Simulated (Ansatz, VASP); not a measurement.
## One calculation of K5RbSr3Br2, two programs

```
K Rb Sr Br
1.0
     8.24245    0.00000    0.00000
    -4.12122    7.13817    0.00000
     0.00000    0.00000   18.04389
K Rb Sr Br
5 1 3 2
Direct
  0.00000 0.00000 0.73242
  0.00000 0.00000 0.26758
  0.50000 0.00000 0.50000
  0.00000 0.50000 0.50000
  0.50000 0.50000 0.50000
  0.00000 0.00000 0.50000
  0.50000 0.00000 0.00000
  0.00000 0.50000 0.00000
  0.50000 0.50000 0.00000
  0.00000 0.00000 0.09885
  0.00000 0.00000 0.90115
```

Alike in both runs: functional PBE; k mesh 3 × 3 × 2; occupations gaussian, width 0.1 eV; no spin polarisation.

Ansatz relaxed the structure, and its values are those at the end. VASP's run is a single point on that final structure, the one shown.

```csv
,VASP,Ansatz
version,VASP 6.6.1,Ansatz 0.2.0
potentials or method,"VASP PAW PBE potentials, release 64 (K_sv, Rb_sv, Sr_sv, Br), cutoff 520 eV","scalar-relativistic, plane waves, PAW"
valence electrons in the cell,98,98
```

VASP gave:

| Property | Result |
| --- | --- |
| gap on the k mesh at the Fermi level (eV) | none |
| pressure (GPa) | 0.0 |
| rms of the force components (eV/Å) | 0.006 |

What did Ansatz give for the same quantities?

gap on the k mesh at the Fermi level (eV): none; pressure (GPa): 0.0; rms of the force components (eV/Å): 0.009.

A gap of «none» marks a metal or a gap that the smearing closes.
